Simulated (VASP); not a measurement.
# SrO (Imm2) in VASP: further runs, part 2 of 2

VASP 6.6.1. Earlier steps stand in the parts before.

## (4) Single point, r2SCAN

File POSCAR:

```
SrO
1.0
    0.0000000000      2.5698000000      2.5698000000
    2.5698000000      0.0000000000      2.5698000000
    2.5698000000      2.5698000000      0.0000000000
Sr O
1 1
Direct
    0.0000000000      0.0000000000      0.0000000000
    0.4931209940      0.5000000000      0.5000000000
```

File INCAR.step1:

```
SYSTEM = SrO
  PREC = Accurate
  ENCUT = 520
  ISMEAR = 0
  SIGMA = 0.05
  LREAL = .FALSE.
  LASPH = .TRUE.
  NELM = 80
  NBANDS = 15
  GGA = PE
  ALGO = Normal
  EDIFF = 1E-4
  LWAVE = .TRUE.
  LCHARG = .FALSE.
```

File INCAR.step2:

```
SYSTEM = SrO
  PREC = Accurate
  ENCUT = 520
  EDIFF = 1E-6
  ISMEAR = 0
  SIGMA = 0.05
  LREAL = .FALSE.
  LASPH = .TRUE.
  NELM = 80
  ALGO = Normal
  ISIF = 2
  LWAVE = .FALSE.
  LCHARG = .TRUE.
  METAGGA = R2SCAN
  LMIXTAU = .TRUE.
  LELF = .TRUE.
  LVHAR = .TRUE.
  NBANDS = 15
  ISTART = 1
```

File KPOINTS:

```
regular mesh
0
G
  8 8 8
  0 0 0
```

Potentials or basis: VASP PAW PBE potentials, release 64 (Sr_sv, O).

The run is started by

```
cat potpaw_PBE.64/Sr_sv/POTCAR potpaw_PBE.64/O/POTCAR > POTCAR
cp INCAR.step1 INCAR
mpirun -np 1 vasp_std > vasp.out
cp INCAR.step2 INCAR
mpirun -np 1 vasp_std > vasp.out
```

OUTCAR:

```text
SYSTEM = SrO
   PREC = Accurate
   ENCUT = 520
   EDIFF = 1E-6
   ISMEAR = 0
   LREAL = .FALSE.
   LASPH = .TRUE.
   NELM = 80
   ISIF = 2
   METAGGA = R2SCAN
   ISTART = 1

 ion  position               nearest neighbor table
   1  0.000  0.000  0.000-   2 2.55   2 2.55   2 2.57   2 2.57   2 2.59   2 2.59
   2  0.493  0.500  0.500-   1 2.55   1 2.55   1 2.57   1 2.57   1 2.59   1 2.59

  LATTYP: Found a face centered cubic cell.
 ALAT       =     5.1396000000

  Lattice vectors:

 A1 = (   0.0000000000,   2.5698000000,   2.5698000000)
 A2 = (   2.5698000000,   0.0000000000,   2.5698000000)
 A3 = (   2.5698000000,   2.5698000000,   0.0000000000)

Analysis of symmetry for initial positions (statically):
=====================================================================
 Subroutine PRICEL returns:
 Original cell was already a primitive cell.

 Routine SETGRP: Setting up the symmetry group for a
 face centered cubic supercell.

 Subroutine GETGRP returns: Found  4 space group operations
 (whereof  4 operations were pure point group operations)
 out of a pool of 48 trial point group operations.

The static configuration has the point symmetry C_2v.

Analysis of symmetry for dynamics (positions and initial velocities):
=====================================================================
 Subroutine PRICEL returns:
 Original cell was already a primitive cell.

 Routine SETGRP: Setting up the symmetry group for a
 face centered cubic supercell.

 Subroutine GETGRP returns: Found  4 space group operations
 (whereof  4 operations were pure point group operations)
 out of a pool of 48 trial point group operations.

The dynamic configuration has the point symmetry C_2v.

 Subroutine INISYM returns: Found  4 space group operations
 (whereof  4 operations are pure point group operations),
 and found     1 'primitive' translations

----------------------------------------------------------------------------------------

                                     Primitive cell

  volume of cell :      33.9413

  direct lattice vectors                    reciprocal lattice vectors
     0.000000000  2.569800000  2.569800000    -0.194567671  0.194567671  0.194567671
     2.569800000  0.000000000  2.569800000     0.194567671 -0.194567671  0.194567671
     2.569800000  2.569800000  0.000000000     0.194567671  0.194567671 -0.194567671

  length of vectors
     3.634246013  3.634246013  3.634246013     0.337001091  0.337001091  0.337001091

  position of ions in fractional coordinates (direct lattice)
     0.000000000  0.000000000  0.000000000
     0.493120994  0.500000000  0.500000000

  ion indices of the primitive-cell ions
   primitive index   ion index
                 1           1
                 2           2

----------------------------------------------------------------------------------------

 KPOINTS: regular mesh

Automatic generation of k-mesh.
 Grid dimensions read from file:
 generate k-points for:    8    8    8

 Generating k-lattice:

  Cartesian coordinates                     Fractional coordinates (reciprocal lattice)
[... 41 lines left out ...]
 [... further k-points ...]
   k-points           NKPTS =     95   k-points in BZ     NKDIM =     95   number of bands    NBANDS=     15
   number of dos      NEDOS =    301   number of ions     NIONS =      2
   total plane-waves  NPLWV =  21952
   dimension x,y,z NGX =    28 NGY =   28 NGZ =   28
   dimension x,y,z NGXF=    56 NGYF=   56 NGZF=   56
   ions per type =               1   1
   NGX,Y,Z   is equivalent  to a cutoff of  12.81, 12.81, 12.81 a.u.
   NGXF,Y,Z  is equivalent  to a cutoff of  25.62, 25.62, 25.62 a.u.
 SYSTEM =  SrO
   PREC   = accura    normal or accurate (medium, high low for compatibility)
   ISTART =      1    job   : 0-new  1-cont  2-samecut
   ICHARG =      0    charge: 1-file 2-atom 10-const
   ISPIN  =      1    spin polarized calculation?
   LNONCOLLINEAR =      F non collinear calculations
   LSORBIT =      F    spin-orbit coupling
   LASPH  =      T    aspherical Exc in radial PAW
   ENCUT  =  520.0 eV  38.22 Ry    6.18 a.u.   6.76  6.76  6.76*2*pi/ulx,y,z
   NELM   =     80;   NELMIN=  2; NELMDL=  0     # of ELM steps
   EDIFF  = 0.1E-05   stopping-criterion for ELM
   LREAL  =      F    real-space projection
   EDIFFG = 0.1E-04   stopping-criterion for IOM
   NSW    =      0    number of steps for IOM
   IBRION =     -1    ionic relax: 0-MD 1-quasi-New 2-CG
   NFREE  =      0    steps in history (QN), initial steepest desc. (CG)
   ISIF   =      2    stress and relaxation
   ISYM   =      2    0-nonsym 1-usesym 2-fastsym
   POTIM  = 0.5000    time-step for ionic-motion
   TEBEG  =    0.0;   TEEND  =   0.0 temperature during run
   PSTRESS=    0.0 pullay stress
   NELECT =      16.0000    total number of electrons
   NUPDOWN=      -1.0000    fix difference up-down
   EMIN   =  10.00;   EMAX   =-10.00  energy-range for DOS
   EFERMI =   0.00;   METHOD = LEGACY
   ISMEAR =     0;   SIGMA  =   0.05  broadening in eV -4-tet -1-fermi 0-gaus
   EFERMI_NEDOS =   21; number of points for ismear=-14 and -15
   IALGO  =     38    algorithm
   IMIX   =      4    mixing-type and parameters
     AMIX     =   0.40;   BMIX     =  1.00
     AMIX_MAG =   1.60;   BMIX_MAG =  1.00
  volume/ion in A,a.u.               =      16.97       114.52
  Fermi-wavevector in a.u.,A,eV,Ry     =   1.274106  2.407711 22.086959  1.623346
  Thomas-Fermi vector in A             =   2.406892
   LORBIT       =      0    0 simple, 1 ext, 2 COOP (PROOUT), +10 PAW based schemes
   METAGGA = R2SCAN    functional components
   LHFCALC =     F    Hartree Fock is set to
   AEXX    =    0.0000 exact exchange contribution
   IVDW    =     0    specifies the selected vdW correction
   LEPSILON=     F    determine dielectric tensor
   LRPA    =     F    only Hartree local field effects (RPA)
 non-spin polarized calculation
 Gauss-broadening in eV      SIGMA  =   0.05
  energy-cutoff  :      520.00
  volume of cell :       33.94
 maximum number of plane-waves:       941
   NGX = 13   NGY = 13   NGZ = 13

 number of electron      16.0000000 magnetization

 Free energy of the ion-electron system (eV)
  ---------------------------------------------------
  ext. energy  EPLUGINS =         0.00000000
  ---------------------------------------------------
  free energy    TOTEN  =       -27.05183914 eV

  energy without entropy =      -27.05183914  energy(sigma->0) =      -27.05183914

 E-fermi :   1.6665     XC(G=0): -10.5931

 val. band max:        1.3467725460   @ k =   0.0000   0.0000   0.0000
 cond. band min:       5.0926677916   @ k =   0.5000   0.5000   0.0000
 fundamental gap:      3.7458952456
 Fermi energy:         1.6665249947

 k-point     1 :       0.0000    0.0000    0.0000
  band No.  band energies     occupation
      1     -32.1177      2.00000
      2     -14.6833      2.00000
      3     -13.1394      2.00000
      4     -13.1394      2.00000
      5     -13.1382      2.00000
      6       1.3463      2.00000
      7       1.3463      2.00000
      8       1.3468      2.00000
      9       6.0179      0.00000
     10       8.1293      0.00000
     11       8.1319      0.00000
     12       8.1321      0.00000
     13      10.4547      0.00000
     14      10.4567      0.00000
[... 401 lines left out ...]
      2     -15.8854      2.00000
      3     -13.3627      2.00000
      4     -13.2180      2.00000
      5     -12.2655      2.00000
      6      -0.5065      2.00000
      7       0.2679      2.00000
      8       0.5161      2.00000
      9       8.2990      0.00000
     10       9.3922      0.00000
     11      10.5320      0.00000
     12      11.2136      0.00000
     13      13.6435      0.00000
     14      13.9428      0.00000
     15      16.7423      0.00000

 [... further k-points ...]

------------------------ aborting loop because EDIFF is reached ----------------------------------------

  FORCE on cell =-STRESS in cart. coord.  units (eV):
  Direction    XX          YY          ZZ          XY          YZ          ZX
  --------------------------------------------------------------------------------------
  -------------------------------------------------------------------------------------
  Total        0.3557798      0.3639506      0.3639506      0.0000000     -0.0014166      0.0000000
  in kB       16.7943769     17.1800737     17.1800737      0.0000000     -0.0668693      0.0000000
  external PRESSURE =      17.0515081 kB  Pullay stress =       0.0000000 kB

 VOLUME and BASIS-vectors are now :
 -----------------------------------------------------------------------------
  energy-cutoff  :      520.00
  volume of cell :       33.94
      direct lattice vectors                 reciprocal lattice vectors
     0.000000000  2.569800000  2.569800000    -0.194567671  0.194567671  0.194567671
     2.569800000  0.000000000  2.569800000     0.194567671 -0.194567671  0.194567671
     2.569800000  2.569800000  0.000000000     0.194567671  0.194567671 -0.194567671

 POSITION                                       TOTAL-FORCE (eV/Angst)
 -----------------------------------------------------------------------------------
      0.00000      0.00000      0.00000        -0.000000     -0.045692     -0.045692
      2.56980      2.55212      2.55212         0.000000      0.045692      0.045692
 -----------------------------------------------------------------------------------
    total drift:                               -0.000000     -0.002804     -0.002804

  FREE ENERGIE OF THE ION-ELECTRON SYSTEM (eV)
  ---------------------------------------------------
  free  energy   TOTEN  =       -27.0518391419 eV

  energy  without entropy=      -27.0518391419  energy(sigma->0) =      -27.05183914
```

It took 2.1 min on 1 thread of AMD EPYC 9R45 (Zen 5), shared host; peak memory 0.17 GiB.

What came out:

```yaml
Free_energy: -27.0518 eV
Pressure: 1.7 GPa
Largest_force: 0.065 eV/Å
Band_gap_on_the_k_mesh: 3.75 eV, indirect (least direct gap 3.83 eV)
```

Forces in eV/Å, atoms in the order of the input:
```
Sr   0.000 -0.046 -0.046
O    0.000  0.046  0.046
```

Levels at points of the mesh, in eV from the valence-band top:
```csv
k point,band 6,band 7,band 8,band 9,band 10,band 11
"(0.00, 0.00, 0.00)",0.00,0.00,0.00,4.67,6.78,6.79
"(0.50, 0.00, 0.00)",-2.12,-1.13,-1.13,7.12,9.09,9.49
"(0.00, 0.50, 0.00)",-2.12,-1.13,-1.13,7.12,9.08,9.49
"(0.50, 0.50, 0.00)",-0.42,-0.09,-0.08,3.75,8.53,10.93
"(0.00, 0.50, 0.50)",-0.42,-0.09,-0.08,3.75,8.53,10.93
```

Caveat: the cell differs from its parent crystal (all O atoms moved +0.025 Å, as atom 2 towards its neighbour atom 2 (O) at 3.634 Å); the PAW data sets were made with another functional, which shifts forces and pressure a little.
